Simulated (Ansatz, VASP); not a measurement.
BN: VASP beside Ansatz

File INCAR:

```
ALGO     = Normal         # electronic algorithm
EDIFF    = 1E-6           # SCF threshold, eV
ENCUT    = 520            # plane-wave cutoff, eV
GGA      = PS             # functional
ISIF     = 2              # what is computed and relaxed
ISMEAR   = 0              # smearing method
LASPH    = T              # aspherical terms in the spheres
LCHARG   = T              # write CHGCAR
LELF     = T              # ELF
LREAL    = F              # projectors in reciprocal space
LVHAR    = T            
LWAVE    = F              # write WAVECAR
NBANDS   = 16             # bands
NELM     = 100            # most SCF steps
PREC     = Accurate       # precision mode
SIGMA    = 0.05           # smearing width, eV
```

File KPOINTS:

```
k-points
0
Gamma
  12 12 4
```

File POSCAR:

```
BN
1.0
    2.5043488457      0.0000000000      0.0000000000
   -1.2521744229      2.1688297203      0.0569317802
    0.0000000000      0.1842512614      7.0190956742
B N
2 2
Direct
    0.3333333333      0.6666666667      0.2500000000
    0.6666666667      0.3333333333      0.7500000000
    0.3333333333      0.6666666667      0.7500000000
    0.6666666667      0.3333333333      0.2500000000
```

Input for Ansatz:

```yaml
crystal:
  lattice:
    - [2.5043488457, 0.0, 0.0]
    - [-1.2521744229, 2.1688297203, 0.0569317802]
    - [0.0, 0.1842512614, 7.0190956742]
  atoms:
    - { symbol: B, position: [0.3333333333, 0.6666666667, 0.25] }
    - { symbol: B, position: [0.6666666667, 0.3333333333, 0.75] }
    - { symbol: "N", position: [0.3333333333, 0.6666666667, 0.75] }
    - { symbol: "N", position: [0.6666666667, 0.3333333333, 0.25] }
basis:
  ecutwfc: 420
kpoints:
  mp_grid: { grid: [12, 12, 4] }
hamiltonian:
  xc: pbesol
scf:
  occupations: { method: gaussian, width: 0.05 }
output:
  forces: true
  stress: true
  eigenvalues: true
```

Change from the starting cell: strain +0.0525 x Voigt [0, 0, 0, 1, 0, 0], atoms carried along.

Alike in both runs: task single point; functional PBEsol; k mesh 12 × 12 × 4; occupations gaussian, width 0.05 eV; no spin polarisation.

|  | VASP | Ansatz |
| --- | --- | --- |
| version | VASP 6.6.1 | Ansatz 0.2.0 |
| potentials or method | VASP PAW PBE potentials, release 64 (B, N), cutoff 520 eV | scalar-relativistic, plane waves, PAW |
| valence electrons in the cell | 16 | 16 |

```csv
,VASP,Ansatz,Ansatz less VASP
gap on the k mesh at the Fermi level (eV),4.20,4.21,+0.010
least direct gap on the mesh (eV),4.41,4.41,+0.007
pressure (GPa),0.2,-0.1,-0.29
"traceless stress, the component that is largest in VASP (GPa)",-0.24,0.18,+0.419
```

VASP's potentials were made for PBE, not for PBEsol.
